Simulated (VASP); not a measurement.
# C (Fd-3m) in VASP: notebook, part 2 of 2

VASP 6.6.1. The steps go on from the part before.

## 3. Single point, r2SCAN (volume scaled by 0.94)

POSCAR reads:

```
C
1.0
    0.0000000000      1.7437671624      1.7437671624
    1.7437671624      0.0000000000      1.7437671624
    1.7437671624      1.7437671624      0.0000000000
C
2
Direct
   -0.1250000000     -0.1250000000     -0.1250000000
    0.1250000000      0.1250000000      0.1250000000
```

INCAR.step1 reads:

```
PREC = Accurate ; ENCUT = 520
ISMEAR = -1 ; SIGMA = 0.08
LREAL = F ; LASPH = T
NELM = 80 ; NBANDS = 11
GGA = PE ; ALGO = Normal
EDIFF = 1E-4 ; LWAVE = T
LCHARG = F
```

INCAR.step2 reads:

```
PREC = Accurate ; ENCUT = 520
EDIFF = 1E-6 ; ISMEAR = -1
SIGMA = 0.08 ; LREAL = F
LASPH = T ; NELM = 80
ALGO = Normal ; ISIF = 2
LWAVE = F ; LCHARG = F
METAGGA = R2SCAN ; LMIXTAU = T
NBANDS = 11 ; ISTART = 1
```

KPOINTS reads:

```
Automatic mesh
0
Gamma
  20 20 20
```

Potentials or basis: VASP PAW PBE potentials, release 64 (C).

On the command line:

```
cat potpaw_PBE.64/C/POTCAR > POTCAR
cp INCAR.step1 INCAR
mpirun -np 1 vasp_std > vasp.out
cp INCAR.step2 INCAR
mpirun -np 1 vasp_std > vasp.out
```

OUTCAR:

```text
PREC = Accurate
   ENCUT = 520
   EDIFF = 1E-6
   ISMEAR = -1
   LREAL = F
   LASPH = T
   NELM = 80
   ISIF = 2
   METAGGA = R2SCAN
   ISTART = 1

 ion  position               nearest neighbor table
   1  0.875  0.875  0.875-   2 1.51   2 1.51   2 1.51   2 1.51
   2  0.125  0.125  0.125-   1 1.51   1 1.51   1 1.51   1 1.51

  LATTYP: Found a face centered cubic cell.
 ALAT       =     3.4875343248

  Lattice vectors:

 A1 = (   0.0000000000,   1.7437671624,   1.7437671624)
 A2 = (   1.7437671624,   0.0000000000,   1.7437671624)
 A3 = (   1.7437671624,   1.7437671624,   0.0000000000)

Analysis of symmetry for initial positions (statically):
=====================================================================
 Subroutine PRICEL returns:
 Original cell was already a primitive cell.

 Routine SETGRP: Setting up the symmetry group for a
 face centered cubic supercell.

 Subroutine GETGRP returns: Found 48 space group operations
 (whereof 12 operations were pure point group operations)
 out of a pool of 48 trial point group operations.

The static configuration has the point symmetry D_3d.
 The point group associated with its full space group is O_h .

Analysis of symmetry for dynamics (positions and initial velocities):
=====================================================================
 Subroutine PRICEL returns:
 Original cell was already a primitive cell.

 Routine SETGRP: Setting up the symmetry group for a
 face centered cubic supercell.

 Subroutine GETGRP returns: Found 48 space group operations
 (whereof 12 operations were pure point group operations)
 out of a pool of 48 trial point group operations.

The dynamic configuration has the point symmetry D_3d.
 The point group associated with its full space group is O_h .

 Subroutine INISYM returns: Found 48 space group operations
 (whereof 12 operations are pure point group operations),
 and found     1 'primitive' translations

----------------------------------------------------------------------------------------

                                     Primitive cell

  volume of cell :      10.6046

  direct lattice vectors                    reciprocal lattice vectors
     0.000000000  1.743767162  1.743767162    -0.286735529  0.286735529  0.286735529
     1.743767162  0.000000000  1.743767162     0.286735529 -0.286735529  0.286735529
     1.743767162  1.743767162  0.000000000     0.286735529  0.286735529 -0.286735529

  length of vectors
     2.466059171  2.466059171  2.466059171     0.496640505  0.496640505  0.496640505

  position of ions in fractional coordinates (direct lattice)
     0.875000000  0.875000000  0.875000000
     0.125000000  0.125000000  0.125000000

  ion indices of the primitive-cell ions
   primitive index   ion index
                 1           1
                 2           2

----------------------------------------------------------------------------------------

 KPOINTS: Automatic mesh

Automatic generation of k-mesh.
 Grid dimensions read from file:
 generate k-points for:   20   20   20

 Generating k-lattice:

  Cartesian coordinates                     Fractional coordinates (reciprocal lattice)
    -0.014336776  0.014336776  0.014336776     0.050000000  0.000000000  0.000000000
     0.014336776 -0.014336776  0.014336776     0.000000000  0.050000000  0.000000000
     0.014336776  0.014336776 -0.014336776     0.000000000  0.000000000  0.050000000

  Length of vectors
     0.024832025  0.024832025  0.024832025

  Shift w.r.t. Gamma in fractional coordinates (k-lattice)
     0.000000000  0.000000000  0.000000000

 Subroutine IBZKPT returns following result:
 ===========================================

 Found    256 irreducible k-points:

 Following reciprocal coordinates:
            Coordinates               Weight
  0.000000  0.000000  0.000000      1.000000
  0.050000  0.000000  0.000000      8.000000
  0.100000  0.000000  0.000000      8.000000
  0.150000  0.000000  0.000000      8.000000
  0.200000  0.000000  0.000000      8.000000
  0.250000  0.000000  0.000000      8.000000
[... 16 lines left out ...]
 -0.400000  0.050000  0.000000     24.000000
 -0.350000  0.050000  0.000000     24.000000
 [... further k-points ...]
   k-points           NKPTS =    256   k-points in BZ     NKDIM =    256   number of bands    NBANDS=     11
   number of dos      NEDOS =    301   number of ions     NIONS =      2
   total plane-waves  NPLWV =   5832
   dimension x,y,z NGX =    18 NGY =   18 NGZ =   18
   dimension x,y,z NGXF=    36 NGYF=   36 NGZF=   36
   ions per type =               2
   NGX,Y,Z   is equivalent  to a cutoff of  12.13, 12.13, 12.13 a.u.
   NGXF,Y,Z  is equivalent  to a cutoff of  24.27, 24.27, 24.27 a.u.
 SYSTEM =  unknown system
   PREC   = accura    normal or accurate (medium, high low for compatibility)
   ISTART =      1    job   : 0-new  1-cont  2-samecut
   ICHARG =      0    charge: 1-file 2-atom 10-const
   ISPIN  =      1    spin polarized calculation?
   LNONCOLLINEAR =      F non collinear calculations
   LSORBIT =      F    spin-orbit coupling
   LASPH  =      T    aspherical Exc in radial PAW
   ENCUT  =  520.0 eV  38.22 Ry    6.18 a.u.   4.59  4.59  4.59*2*pi/ulx,y,z
   NELM   =     80;   NELMIN=  2; NELMDL=  0     # of ELM steps
   EDIFF  = 0.1E-05   stopping-criterion for ELM
   LREAL  =      F    real-space projection
   EDIFFG = 0.1E-04   stopping-criterion for IOM
   NSW    =      0    number of steps for IOM
   IBRION =     -1    ionic relax: 0-MD 1-quasi-New 2-CG
   NFREE  =      0    steps in history (QN), initial steepest desc. (CG)
   ISIF   =      2    stress and relaxation
   ISYM   =      2    0-nonsym 1-usesym 2-fastsym
   POTIM  = 0.5000    time-step for ionic-motion
   TEBEG  =    0.0;   TEEND  =   0.0 temperature during run
   PSTRESS=    0.0 pullay stress
   NELECT =       8.0000    total number of electrons
   NUPDOWN=      -1.0000    fix difference up-down
   EMIN   =  10.00;   EMAX   =-10.00  energy-range for DOS
   EFERMI =   0.00;   METHOD = LEGACY
   ISMEAR =    -1;   SIGMA  =   0.08  broadening in eV -4-tet -1-fermi 0-gaus
   EFERMI_NEDOS =   21; number of points for ismear=-14 and -15
   IALGO  =     38    algorithm
   IMIX   =      4    mixing-type and parameters
     AMIX     =   0.40;   BMIX     =  1.00
     AMIX_MAG =   1.60;   BMIX_MAG =  1.00
  volume/ion in A,a.u.               =       5.30        35.78
  Fermi-wavevector in a.u.,A,eV,Ry     =   1.490298  2.816254 30.218361  2.220987
  Thomas-Fermi vector in A             =   2.603097
   LORBIT       =      0    0 simple, 1 ext, 2 COOP (PROOUT), +10 PAW based schemes
   METAGGA = R2SCAN    functional components
   LHFCALC =     F    Hartree Fock is set to
   AEXX    =    0.0000 exact exchange contribution
   IVDW    =     0    specifies the selected vdW correction
   LEPSILON=     F    determine dielectric tensor
   LRPA    =     F    only Hartree local field effects (RPA)
 non-spin polarized calculation
  energy-cutoff  :      520.00
  volume of cell :       10.60
 maximum number of plane-waves:       302
   NGX =  9   NGY =  9   NGZ =  9

 number of electron       8.0000001 magnetization

 Free energy of the ion-electron system (eV)
  ---------------------------------------------------
  ext. energy  EPLUGINS =         0.00000000
  ---------------------------------------------------
  free energy    TOTEN  =       -19.58752808 eV

  energy without entropy =      -19.58752808  energy(sigma->0) =      -19.58752808

 E-fermi :  12.0868     XC(G=0): -14.6314

 val. band max:       10.7166530465   @ k =   0.0000   0.0000   0.0000
 cond. band min:      15.1988900628   @ k =   0.3500   0.3500   0.0000
 fundamental gap:      4.4822370163
 Fermi energy:        12.0867885105

 k-point     1 :       0.0000    0.0000    0.0000
  band No.  band energies     occupation
      1     -12.9335      2.00000
      2      10.7167      2.00000
      3      10.7167      2.00000
      4      10.7167      2.00000
      5      16.7382      0.00000
      6      16.7382      0.00000
      7      16.7382      0.00000
      8      26.1866      0.00000
      9      32.0652      0.00000
     10      38.8673      0.00000
     11      38.8673      0.00000
[... 309 lines left out ...]
 k-point    24 :      -0.3500    0.0500    0.0000
  band No.  band energies     occupation
      1      -8.9019      2.00000
      2      -0.7930      2.00000
      3       7.3164      2.00000
      4       8.0607      2.00000
      5      19.7160      0.00000
      6      20.0738      0.00000
      7      20.7901      0.00000
      8      27.7759      0.00000
      9      34.0396      0.00000
     10      35.2531      0.00000
     11      37.4021      0.00000

 [... further k-points ...]
[... 5 lines left out ...]
  --------------------------------------------------------------------------------------
  -------------------------------------------------------------------------------------
  Total        2.1606710      2.1606710      2.1606710      0.0000000      0.0000000     -0.0000000
  in kB      326.4402759    326.4402759    326.4402759      0.0000000      0.0000000     -0.0000000
  external PRESSURE =     326.4402759 kB  Pullay stress =       0.0000000 kB

 VOLUME and BASIS-vectors are now :
 -----------------------------------------------------------------------------
  energy-cutoff  :      520.00
  volume of cell :       10.60
      direct lattice vectors                 reciprocal lattice vectors
     0.000000000  1.743767162  1.743767162    -0.286735529  0.286735529  0.286735529
     1.743767162  0.000000000  1.743767162     0.286735529 -0.286735529  0.286735529
     1.743767162  1.743767162  0.000000000     0.286735529  0.286735529 -0.286735529

 POSITION                                       TOTAL-FORCE (eV/Angst)
 -----------------------------------------------------------------------------------
      3.05159      3.05159      3.05159        -0.000000     -0.000000     -0.000000
      0.43594      0.43594      0.43594         0.000000      0.000000      0.000000
 -----------------------------------------------------------------------------------
    total drift:                                0.000000      0.000000      0.000000

  FREE ENERGIE OF THE ION-ELECTRON SYSTEM (eV)
  ---------------------------------------------------
  free  energy   TOTEN  =       -19.5875280822 eV

  energy  without entropy=      -19.5875280821  energy(sigma->0) =      -19.58752808
```

OUTCAR.step1:

```text
PREC = Accurate
   ENCUT = 520
   ISMEAR = -1
   LREAL = F
   LASPH = T
   NELM = 80
[... 556 lines left out ...]
 -----------------------------------------------------------------------------------
      3.05159      3.05159      3.05159         0.000000      0.000000      0.000000
      0.43594      0.43594      0.43594        -0.000000     -0.000000     -0.000000
 -----------------------------------------------------------------------------------
    total drift:                                0.000000      0.000000      0.000000

  FREE ENERGIE OF THE ION-ELECTRON SYSTEM (eV)
  ---------------------------------------------------
  free  energy   TOTEN  =       -18.0988430307 eV

  energy  without entropy=      -18.0988430307  energy(sigma->0) =      -18.09884303
```

Run time: 56 s. Hardware: 1 thread of Intel Xeon 6975P-C, shared host; peak memory 0.14 GiB.

What came out:

```
Free energy            : -19.5875 eV
Pressure               : 32.6 GPa
Band gap on the k mesh : 4.48 eV, indirect (least direct gap 6.02 eV)
```

Levels at points of the mesh, in eV from the valence-band top:
```tsv
k point	band 1	band 2	band 3	band 4	band 5	band 6	band 7	band 8	band 9
(0.00, 0.00, 0.00)	-23.65	0.00	0.00	0.00	6.02	6.02	6.02	15.47	21.35
(0.50, 0.00, 0.00)	-17.30	-14.83	-3.16	-3.16	9.16	9.16	10.10	17.35	24.28
(0.50, 0.50, 0.00)	-14.09	-14.09	-7.10	-7.10	5.15	5.15	18.97	18.97	25.99
```

Caveat: the PAW data sets were made with another functional, which shifts forces and pressure a little. A k mesh can miss the band edges.
